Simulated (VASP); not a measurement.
# BN (Fmm2) in VASP: a series of runs, part 2 of 2

VASP 6.6.1. Earlier steps stand in the parts before.

### Step 5. Single point, r2SCAN (9.71 Å³/atom)

This run uses another cell than the first one, of 9.71 Å³/atom.

The input, POSCAR:

```
BN
1.0
    0.0000000000      3.5832195771      2.1657947314
    1.2513045916      0.0000000000      2.1657947314
    1.2513045916      3.5832195771      0.0000000000
B N
1 1
Direct
    0.0000659834      0.0000659834      0.9999340166
    0.6666340066      0.6666340066      0.3333659934
```

The input, INCAR.step1:

```
SYSTEM = BN
PREC     = Accurate       ! precision mode
ENCUT    = 520            ! plane-wave cutoff, eV
ISMEAR   = 0              ! smearing method
SIGMA    = 0.02           ! smearing width, eV
LREAL    = .FALSE.        ! projectors in reciprocal space
LASPH    = .TRUE.         ! aspherical terms in the spheres
NELM     = 80             ! most SCF steps
NBANDS   = 11             ! bands
GGA      = PE             ! functional
ALGO     = Normal         ! electronic algorithm
EDIFF    = 1E-4           ! SCF threshold, eV
LWAVE    = .TRUE.         ! write WAVECAR
LCHARG   = .FALSE.        ! write CHGCAR
```

The input, INCAR.step2:

```
SYSTEM = BN
PREC     = Accurate       ! precision mode
ENCUT    = 520            ! plane-wave cutoff, eV
EDIFF    = 1E-6           ! SCF threshold, eV
ISMEAR   = 0              ! smearing method
SIGMA    = 0.02           ! smearing width, eV
LREAL    = .FALSE.        ! projectors in reciprocal space
LASPH    = .TRUE.         ! aspherical terms in the spheres
NELM     = 80             ! most SCF steps
ALGO     = Normal         ! electronic algorithm
ISIF     = 2              ! what is computed and relaxed
LWAVE    = .FALSE.        ! write WAVECAR
LCHARG   = .FALSE.        ! write CHGCAR
METAGGA  = R2SCAN         ! meta-GGA
LMIXTAU  = .TRUE.       
NBANDS   = 11             ! bands
ISTART   = 1
```

The input, KPOINTS:

```
Automatic mesh
0
G
  12 12 12
  0 0 0
```

Potentials or basis: VASP PAW PBE potentials, release 64 (B, N).

Launch:

```
cat potpaw_PBE.64/B/POTCAR potpaw_PBE.64/N/POTCAR > POTCAR
cp INCAR.step1 INCAR
mpirun -np 1 vasp_std > vasp.out
cp INCAR.step2 INCAR
mpirun -np 1 vasp_std > vasp.out
```

OUTCAR:

```text
SYSTEM = BN
   PREC = Accurate
   ENCUT = 520
   EDIFF = 1E-6
   ISMEAR = 0
   LREAL = .FALSE.
   LASPH = .TRUE.
   NELM = 80
   ISIF = 2
   METAGGA = R2SCAN
   ISTART = 1

 ion  position               nearest neighbor table
   1  0.000  0.000  1.000-   2 1.44   2 1.44   2 1.44
   2  0.667  0.667  0.333-   1 1.44   1 1.44   1 1.44

  LATTYP: Found a face centered orthorhombic cell.
 ALAT       =     2.5026091832
 B/A-ratio  =     1.7308293648
 C/A-ratio  =     2.8635870124

  Lattice vectors:

 A1 = (  -0.0000000000,   3.5832195771,   2.1657947314)
 A2 = (  -1.2513045916,   3.5832195771,   0.0000000000)
 A3 = (  -1.2513045916,   0.0000000000,   2.1657947314)

Analysis of symmetry for initial positions (statically):
=====================================================================
 Subroutine PRICEL returns:
 Original cell was already a primitive cell.

 Routine SETGRP: Setting up the symmetry group for a
 face centered orthorhombic supercell.

 Subroutine GETGRP returns: Found  4 space group operations
 (whereof  4 operations were pure point group operations)
 out of a pool of  8 trial point group operations.

The static configuration has the point symmetry C_2v.

Analysis of symmetry for dynamics (positions and initial velocities):
=====================================================================
 Subroutine PRICEL returns:
 Original cell was already a primitive cell.

 Routine SETGRP: Setting up the symmetry group for a
 face centered orthorhombic supercell.

 Subroutine GETGRP returns: Found  4 space group operations
 (whereof  4 operations were pure point group operations)
 out of a pool of  8 trial point group operations.

The dynamic configuration has the point symmetry C_2v.

 Subroutine INISYM returns: Found  4 space group operations
 (whereof  4 operations are pure point group operations),
 and found     1 'primitive' translations

[... 121 lines left out ...]
   AEXX    =    0.0000 exact exchange contribution
   IVDW    =     0    specifies the selected vdW correction
   LEPSILON=     F    determine dielectric tensor
   LRPA    =     F    only Hartree local field effects (RPA)
 non-spin polarized calculation
 Gauss-broadening in eV      SIGMA  =   0.02
  energy-cutoff  :      520.00
  volume of cell :       19.42
 maximum number of plane-waves:       536
   NGX = 15   NGY =  9   NGZ = 15

 number of electron       8.0000000 magnetization

 Free energy of the ion-electron system (eV)
  ---------------------------------------------------
  ext. energy  EPLUGINS =         0.00000000
  ---------------------------------------------------
  free energy    TOTEN  =       -19.29459914 eV

  energy without entropy =      -19.29459914  energy(sigma->0) =      -19.29459914

 E-fermi :   1.7415     XC(G=0): -10.2274

 val. band max:        1.5295900595   @ k =   0.5000  -0.3333   0.1667
 cond. band min:       5.9878236499   @ k =   0.0000   0.5000   0.5000
 fundamental gap:      4.4582335904
 Fermi energy:         1.7415218225

 k-point     1 :       0.0000    0.0000    0.0000
  band No.  band energies     occupation
      1     -17.3211      2.00000
      2      -3.1753      2.00000
      3       0.0895      2.00000
      4       0.0899      2.00000
      5       6.5837      0.00000
      6      13.8002      0.00000
      7      13.8578      0.00000
      8      15.7167      0.00000
      9      16.7788      0.00000
     10      28.6370      0.00000
     11      29.0176      0.00000
[... 309 lines left out ...]
 k-point    24 :      -0.4167    0.1667    0.0000
  band No.  band energies     occupation
      1     -13.8084      2.00000
      2      -7.4763      2.00000
      3      -4.2547      2.00000
      4       0.8913      2.00000
      5       6.9170      0.00000
      6      13.7751      0.00000
      7      15.6180      0.00000
      8      17.2311      0.00000
      9      20.5031      0.00000
     10      23.0615      0.00000
     11      24.8457      0.00000

 [... further k-points ...]

------------------------ aborting loop because EDIFF is reached ----------------------------------------

  FORCE on cell =-STRESS in cart. coord.  units (eV):
  Direction    XX          YY          ZZ          XY          YZ          ZX
  --------------------------------------------------------------------------------------
  -------------------------------------------------------------------------------------
  Total        0.0258072     -0.0888432      0.0246971      0.0000000      0.0000000      0.0000000
  in kB        2.1289641     -7.3291075      2.0373853      0.0000000      0.0000000      0.0000000
  external PRESSURE =      -1.0542527 kB  Pullay stress =       0.0000000 kB

 VOLUME and BASIS-vectors are now :
 -----------------------------------------------------------------------------
  energy-cutoff  :      520.00
  volume of cell :       19.42
      direct lattice vectors                 reciprocal lattice vectors
     0.000000000  3.583219577  2.165794731    -0.399582966  0.139539314  0.230862137
     1.251304592  0.000000000  2.165794731     0.399582966 -0.139539314  0.230862137
     1.251304592  3.583219577  0.000000000     0.399582966  0.139539314 -0.230862137

 POSITION                                       TOTAL-FORCE (eV/Angst)
 -----------------------------------------------------------------------------------
      1.25130      3.58322      0.00029         0.000000      0.000000     -0.001333
      1.25130      3.58322      2.88758         0.000000      0.000000      0.001333
 -----------------------------------------------------------------------------------
    total drift:                               -0.000010      0.000009     -0.000110

  FREE ENERGIE OF THE ION-ELECTRON SYSTEM (eV)
  ---------------------------------------------------
  free  energy   TOTEN  =       -19.2945991390 eV

  energy  without entropy=      -19.2945991390  energy(sigma->0) =      -19.29459914
```

OUTCAR.step1:

```text
SYSTEM = BN
   PREC = Accurate
   ENCUT = 520
   ISMEAR = 0
   LREAL = .FALSE.
   LASPH = .TRUE.
[... 559 lines left out ...]
      1.25130      3.58322      0.00029         0.000000      0.000000     -0.000311
      1.25130      3.58322      2.88758         0.000000      0.000000      0.000311
 -----------------------------------------------------------------------------------
    total drift:                                0.000003      0.000010     -0.000091

  FREE ENERGIE OF THE ION-ELECTRON SYSTEM (eV)
  ---------------------------------------------------
  free  energy   TOTEN  =       -17.5910585263 eV

  energy  without entropy=      -17.5910585263  energy(sigma->0) =      -17.59105853
```

OSZICAR.step1:

```text
N       E                     dE             d eps       ncg     rms          rms(c)
DAV:   1     0.143579740123E+02    0.14358E+02   -0.45090E+03  6232   0.676E+02
DAV:   2    -0.185868380150E+02   -0.32945E+02   -0.31402E+02  7277   0.160E+02
DAV:   3    -0.194265111775E+02   -0.83967E+00   -0.83846E+00  7510   0.239E+01
DAV:   4    -0.194293619051E+02   -0.28507E-02   -0.28506E-02  6864   0.154E+00
DAV:   5    -0.194293763813E+02   -0.14476E-04   -0.14476E-04  7470   0.952E-02    0.800E+00
DAV:   6    -0.177940592351E+02    0.16353E+01   -0.52750E+00  6989   0.128E+01    0.365E+00
DAV:   7    -0.176320271686E+02    0.16203E+00   -0.25375E-01  7153   0.374E+00    0.223E+00
DAV:   8    -0.175899772817E+02    0.42050E-01   -0.12749E-01  7258   0.216E+00    0.257E-01
DAV:   9    -0.175904739535E+02   -0.49667E-03   -0.31571E-03  6742   0.444E-01    0.143E-01
DAV:  10    -0.175910232996E+02   -0.54935E-03   -0.64853E-04  6960   0.184E-01    0.268E-02
DAV:  11    -0.175910585263E+02   -0.35227E-04   -0.70659E-05  7186   0.574E-02
   1 F= -.17591059E+02 E0= -.17591059E+02  d E =-.231461E-38
```

It took 3.9 min on 1 thread of Intel Xeon Platinum 8259CL at 2.50GHz (Skylake/Cascade Lake), shared host; peak memory 0.19 GiB.

Results:

* Free energy: -19.2946 eV
* Pressure: -0.1 GPa
* Band gap on the k mesh: 4.46 eV (least direct gap 5.25 eV)

Caveat: the PAW data sets were made with another functional, which shifts forces and pressure a little. A k mesh can miss the band edges.

### Step 6. The runs side by side

```tsv
cell	gap on the mesh (eV)	pressure (GPa)
a = 3.930, b = 2.496, c = 3.513 Å, angles 79.7, 38.7, 61.6°, 2 atoms	4.07	2.1
a = 4.015, b = 2.498, c = 3.606 Å, angles 80.0, 37.8, 62.2°, 2 atoms	4.22	1.1
a = 4.100, b = 2.500, c = 3.700 Å, angles 80.3, 36.9, 62.8°, 2 atoms	4.34	0.4
a = 4.187, b = 2.501, c = 3.795 Å, angles 80.5, 36.1, 63.4°, 2 atoms	4.46	-0.1
```

Alike in all rows: task single point; level r2SCAN; potentials or basis VASP PAW PBE potentials, release 64 (B, N); no spin polarisation; k mesh 12 × 12 × 12; cutoff (eV) 520; smearing gaussian 0.02 eV.

Caveats: the PAW data sets were made with another functional, which shifts forces and pressure a little.

Total energies depend on the potentials used, so only differences within one code and one set of settings carry meaning.
